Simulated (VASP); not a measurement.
# InSe (R3m) in VASP: single point with PBE+D3(BJ)

Aim: the single point of InSe with PBE+D3(BJ).

Everything below comes from runs of VASP 6.6.1. Logs are shortened: lines on timing, memory, paths and dates and some standing lists are left out, and cuts for length are marked.

## (1) The cell of the first run

The structure is trigonal, space group R3m (No. 160). Conventional cell: a = 4.000 Å, b = 4.000 Å, c = 24.950 Å, α = 90.00°, β = 90.00°, γ = 120.00°. In (site symmetry 3m) has 3 Se at 2.64 Å and 1 In at 2.80 Å within 3.5 Å. In (site symmetry 3m) has 3 Se at 2.64 Å and 1 In at 2.80 Å within 3.5 Å. Within 3.5 Å of Se (site symmetry 3m) lie 3 In at 2.64 Å. Se (site symmetry 3m) has 3 In at 2.64 Å within 3.5 Å.

## (2) Single point, PBE+D3(BJ)

Contents of INCAR:

```
PREC = Accurate
ENCUT = 500
EDIFF = 1E-6
ISMEAR = 0
SIGMA = 0.02
LREAL = F
LASPH = T
NELM = 120
ALGO = Normal
ISIF = 2
LWAVE = F
LCHARG = F
GGA = PE
IVDW = 12
NBANDS = 27
GGA_COMPAT = F
```

Contents of KPOINTS:

```
regular mesh
0
Gamma
  12 12 12
```

Contents of POSCAR:

```
InSe
1.0
    1.9999996503      1.1547003365      8.3166700000
   -1.9999996503      1.1547003365      8.3166700000
    0.0000000000     -2.3094006730      8.3166700000
In Se
2 2
Direct
    0.0000000000      0.0000000000      0.0000000000
    0.1122000000      0.1122000000      0.1122000000
    0.6155000000      0.6155000000      0.6155000000
    0.8300000000      0.8300000000      0.8300000000
```

Potentials or basis: VASP PAW PBE potentials, release 64 (In_d, Se).

On the command line:

```
$ cat potpaw_PBE.64/In_d/POTCAR potpaw_PBE.64/Se/POTCAR > POTCAR
$ mpirun -np 1 vasp_std > vasp.out
```

OUTCAR:

```text
PREC = Accurate
   ENCUT = 500
   EDIFF = 1E-6
   ISMEAR = 0
   LREAL = F
   LASPH = T
   NELM = 120
   ISIF = 2
   GGA = PE
   IVDW = 12
 IVDW          = 12

 ion  position               nearest neighbor table
   1  0.000  0.000  0.000-   3 2.64   3 2.64   3 2.64   2 2.80
   2  0.112  0.112  0.112-   4 2.64   4 2.64   4 2.64   1 2.80
   3  0.615  0.615  0.615-   1 2.64   1 2.64   1 2.64
   4  0.830  0.830  0.830-   2 2.64   2 2.64   2 2.64

  LATTYP: Found a trigonal (rhomboedric) cell.
 ALAT       =     8.6313574458
 COS(alpha) =     0.8926179648

  Lattice vectors:

 A1 = (   1.9999996503,   1.1547003365,   8.3166700000)
 A2 = (  -1.9999996503,   1.1547003365,   8.3166700000)
 A3 = (   0.0000000000,  -2.3094006730,   8.3166700000)

Analysis of symmetry for initial positions (statically):
=====================================================================
 Subroutine PRICEL returns:
 Original cell was already a primitive cell.

 Routine SETGRP: Setting up the symmetry group for a
 trigonal (rhombohedral) supercell.

 Subroutine GETGRP returns: Found  6 space group operations
 (whereof  6 operations were pure point group operations)
 out of a pool of 12 trial point group operations.

The static configuration has the point symmetry C_3v.

Analysis of symmetry for dynamics (positions and initial velocities):
=====================================================================
 Subroutine PRICEL returns:
 Original cell was already a primitive cell.

 Routine SETGRP: Setting up the symmetry group for a
 trigonal (rhombohedral) supercell.

 Subroutine GETGRP returns: Found  6 space group operations
 (whereof  6 operations were pure point group operations)
 out of a pool of 12 trial point group operations.

The dynamic configuration has the point symmetry C_3v.

 Subroutine INISYM returns: Found  6 space group operations
 (whereof  6 operations are pure point group operations),
 and found     1 'primitive' translations

----------------------------------------------------------------------------------------

                                     Primitive cell

  volume of cell :     115.2391

  direct lattice vectors                    reciprocal lattice vectors
     1.999999650  1.154700336  8.316670000     0.250000044  0.144337593  0.040080144
    -1.999999650  1.154700336  8.316670000    -0.250000044  0.144337593  0.040080144
     0.000000000 -2.309400673  8.316670000     0.000000000 -0.288675185  0.040080144

  length of vectors
     8.631357446  8.631357446  8.631357446     0.291444301  0.291444301  0.291444301

  position of ions in fractional coordinates (direct lattice)
     0.000000000  0.000000000  0.000000000
     0.112200000  0.112200000  0.112200000
     0.615500000  0.615500000  0.615500000
     0.830000000  0.830000000  0.830000000

  ion indices of the primitive-cell ions
   primitive index   ion index
                 1           1
                 2           2
                 3           3
                 4           4

----------------------------------------------------------------------------------------

 KPOINTS: regular mesh

Automatic generation of k-mesh.
 Grid dimensions read from file:
 generate k-points for:   12   12   12

 Generating k-lattice:

  Cartesian coordinates                     Fractional coordinates (reciprocal lattice)
     0.020833337  0.012028133  0.003340012     0.083333333  0.000000000  0.000000000
    -0.020833337  0.012028133  0.003340012     0.000000000  0.083333333  0.000000000
     0.000000000 -0.024056265  0.003340012     0.000000000  0.000000000  0.083333333

  Length of vectors
     0.024287025  0.024287025  0.024287025

  Shift w.r.t. Gamma in fractional coordinates (k-lattice)
     0.000000000  0.000000000  0.000000000

 Subroutine IBZKPT returns following result:
 ===========================================

 Found    189 irreducible k-points:

 Following reciprocal coordinates:
            Coordinates               Weight
  0.000000  0.000000  0.000000      1.000000
  0.083333  0.000000  0.000000      6.000000
  0.166667  0.000000  0.000000      6.000000
  0.250000  0.000000  0.000000      6.000000
  0.333333 -0.000000  0.000000      6.000000
  0.416667 -0.000000 -0.000000      6.000000
[... 16 lines left out ...]
  0.500000  0.166667  0.000000     12.000000
 -0.416667  0.166667  0.000000     12.000000
 [... further k-points ...]
   k-points           NKPTS =    189   k-points in BZ     NKDIM =    189   number of bands    NBANDS=     27
   number of dos      NEDOS =    301   number of ions     NIONS =      4
   total plane-waves  NPLWV = 262144
   dimension x,y,z NGX =    64 NGY =   64 NGZ =   64
   dimension x,y,z NGXF=   128 NGYF=  128 NGZF=  128
   ions per type =               2   2
   NGX,Y,Z   is equivalent  to a cutoff of  12.33, 12.33, 12.33 a.u.
   NGXF,Y,Z  is equivalent  to a cutoff of  24.65, 24.65, 24.65 a.u.
 SYSTEM =  unknown system
   PREC   = accura    normal or accurate (medium, high low for compatibility)
   ISTART =      0    job   : 0-new  1-cont  2-samecut
   ICHARG =      2    charge: 1-file 2-atom 10-const
   ISPIN  =      1    spin polarized calculation?
   LNONCOLLINEAR =      F non collinear calculations
   LSORBIT =      F    spin-orbit coupling
   LASPH  =      T    aspherical Exc in radial PAW
   ENCUT  =  500.0 eV  36.75 Ry    6.06 a.u.  15.74 15.74 15.74*2*pi/ulx,y,z
   NELM   =    120;   NELMIN=  2; NELMDL= -5     # of ELM steps
   EDIFF  = 0.1E-05   stopping-criterion for ELM
   LREAL  =      F    real-space projection
   EDIFFG = 0.1E-04   stopping-criterion for IOM
   NSW    =      0    number of steps for IOM
   IBRION =     -1    ionic relax: 0-MD 1-quasi-New 2-CG
   NFREE  =      0    steps in history (QN), initial steepest desc. (CG)
   ISIF   =      2    stress and relaxation
   ISYM   =      2    0-nonsym 1-usesym 2-fastsym
   POTIM  = 0.5000    time-step for ionic-motion
   TEBEG  =    0.0;   TEEND  =   0.0 temperature during run
   PSTRESS=    0.0 pullay stress
   NELECT =      38.0000    total number of electrons
   NUPDOWN=      -1.0000    fix difference up-down
   EMIN   =  10.00;   EMAX   =-10.00  energy-range for DOS
   EFERMI =   0.00;   METHOD = LEGACY
   ISMEAR =     0;   SIGMA  =   0.02  broadening in eV -4-tet -1-fermi 0-gaus
   EFERMI_NEDOS =   21; number of points for ismear=-14 and -15
   IALGO  =     38    algorithm
   IMIX   =      4    mixing-type and parameters
     AMIX     =   0.40;   BMIX     =  1.00
     AMIX_MAG =   1.60;   BMIX_MAG =  1.00
  volume/ion in A,a.u.               =      28.81       194.42
  Fermi-wavevector in a.u.,A,eV,Ry     =   1.131018  2.137313 17.404585  1.279201
  Thomas-Fermi vector in A             =   2.267716
   LORBIT       =      0    0 simple, 1 ext, 2 COOP (PROOUT), +10 PAW based schemes
   GGA     = PE    functional components
   LHFCALC =     F    Hartree Fock is set to
   AEXX    =    0.0000 exact exchange contribution
   IVDW    =    12    specifies the selected vdW correction
   LEPSILON=     F    determine dielectric tensor
   LRPA    =     F    only Hartree local field effects (RPA)
 non-spin polarized calculation
 Gauss-broadening in eV      SIGMA  =   0.02
  energy-cutoff  :      500.00
  volume of cell :      115.24
 maximum number of plane-waves:      2958
   NGX = 31   NGY = 31   NGZ = 31

 number of electron      37.9999996 magnetization

 Free energy of the ion-electron system (eV)
  ---------------------------------------------------
  ext. energy  EPLUGINS =         0.00000000
  ---------------------------------------------------
  free energy    TOTEN  =       -14.12386888 eV

  energy without entropy =      -14.12386888  energy(sigma->0) =      -14.12386888

 E-fermi :   4.3757     XC(G=0):  -8.9869

 val. band max:        4.2872897905   @ k =   0.5000   0.5000   0.5000
 cond. band min:       4.6672993518   @ k =   0.5000   0.5000   0.5000
 fundamental gap:      0.3800095612
 Fermi energy:         4.3757071693

 k-point     1 :       0.0000    0.0000    0.0000
  band No.  band energies     occupation
      1     -10.5589      2.00000
      2     -10.3786      2.00000
      3     -10.3786      2.00000
      4     -10.2996      2.00000
      5     -10.2996      2.00000
      6     -10.2830      2.00000
[... 19 lines left out ...]
     26       9.7251      0.00000
     27      11.8616      0.00000

 k-point     2 :       0.0833    0.0000    0.0000
  band No.  band energies     occupation
      1     -10.5597      2.00000
      2     -10.4081      2.00000
      3     -10.3770      2.00000
      4     -10.3306      2.00000
      5     -10.2944      2.00000
      6     -10.2849      2.00000
[... 19 lines left out ...]
     26       9.8924      0.00000
     27      11.8480      0.00000

 k-point     3 :       0.1667    0.0000    0.0000
  band No.  band energies     occupation
      1     -10.5700      2.00000
      2     -10.4652      2.00000
      3     -10.4024      2.00000
      4     -10.3740      2.00000
      5     -10.2902      2.00000
      6     -10.2803      2.00000
[... 19 lines left out ...]
     26      10.2866      0.00000
     27      11.1314      0.00000

 k-point     4 :       0.2500    0.0000    0.0000
  band No.  band energies     occupation
      1     -10.6104      2.00000
      2     -10.4952      2.00000
      3     -10.4811      2.00000
      4     -10.3721      2.00000
      5     -10.2974      2.00000
      6     -10.2611      2.00000
[... 19 lines left out ...]
     26      10.7061      0.00000
     27      11.0007      0.00000
[... 516 lines left out ...]
      4     -10.3810      2.00000
      5     -10.2967      2.00000
      6     -10.2446      2.00000
[... 19 lines left out ...]
     26      10.9716      0.00000
     27      11.2887      0.00000

 k-point    23 :       0.5000    0.1667    0.0000
  band No.  band energies     occupation
      1     -10.6996      2.00000
      2     -10.5995      2.00000
      3     -10.4938      2.00000
      4     -10.3847      2.00000
      5     -10.2979      2.00000
      6     -10.2357      2.00000
[... 19 lines left out ...]
     26      11.1593      0.00000
     27      11.8300      0.00000

 k-point    24 :      -0.4167    0.1667    0.0000
  band No.  band energies     occupation
      1     -10.7105      2.00000
      2     -10.6101      2.00000
      3     -10.4926      2.00000
      4     -10.3861      2.00000
      5     -10.2983      2.00000
      6     -10.2326      2.00000
[... 19 lines left out ...]
     26      11.2754      0.00000
     27      12.0505      0.00000

 [... further k-points ...]

------------------------ aborting loop because EDIFF is reached ----------------------------------------

 Edisp (eV)   -1.21964

 E8    (eV) :    -0.5593

  FORCE on cell =-STRESS in cart. coord.  units (eV):
  Direction    XX          YY          ZZ          XY          YZ          ZX
  --------------------------------------------------------------------------------------
  -------------------------------------------------------------------------------------
  Total       0.98996     0.98996     0.41139    -0.00000     0.00000     0.00000
  in kB      13.76344    13.76344     5.71961    -0.00000     0.00000     0.00000
  external pressure =       11.08 kB  Pullay stress =        0.00 kB

 VOLUME and BASIS-vectors are now :
 -----------------------------------------------------------------------------
  energy-cutoff  :      500.00
  volume of cell :      115.24
      direct lattice vectors                 reciprocal lattice vectors
     1.999999650  1.154700336  8.316670000     0.250000044  0.144337593  0.040080144
    -1.999999650  1.154700336  8.316670000    -0.250000044  0.144337593  0.040080144
     0.000000000 -2.309400673  8.316670000     0.000000000 -0.288675185  0.040080144

 POSITION                                       TOTAL-FORCE (eV/Angst)
 -----------------------------------------------------------------------------------
      0.00000      0.00000      0.00000         0.000000     -0.000000      0.240498
      0.00000      0.00000      2.79939         0.000000      0.000000     -0.232929
      0.00000      0.00000     15.35673         0.000000     -0.000000     -0.202667
      0.00000      0.00000     20.70851         0.000000     -0.000000      0.195098
 -----------------------------------------------------------------------------------
    total drift:                               -0.000000     -0.000000     -0.000262

  FREE ENERGIE OF THE ION-ELECTRON SYSTEM (eV)
  ---------------------------------------------------
  free  energy   TOTEN  =       -15.3435065853 eV

  energy  without entropy=      -15.3435065853  energy(sigma->0) =      -15.34350659
```

Wall time 75 min (1 thread of Intel Xeon 8259CL, shared host); peak memory 0.86 GiB.

Results:

```
Free energy                : -15.3435 eV
Pressure                   : 1.1 GPa
Largest force              : 0.240 eV/Å
Band gap on the k mesh     : 0.38 eV
Dispersion energy per atom : -0.305 eV
```

Forces in eV/Å, atoms in the order of the input:
```
In   0.000  0.000  0.240
In   0.000  0.000 -0.233
Se   0.000  0.000 -0.203
Se   0.000  0.000  0.195
```

Caveat: spin-orbit coupling is left out, which moves the levels of the heavy elements. A k mesh can miss the band edges.
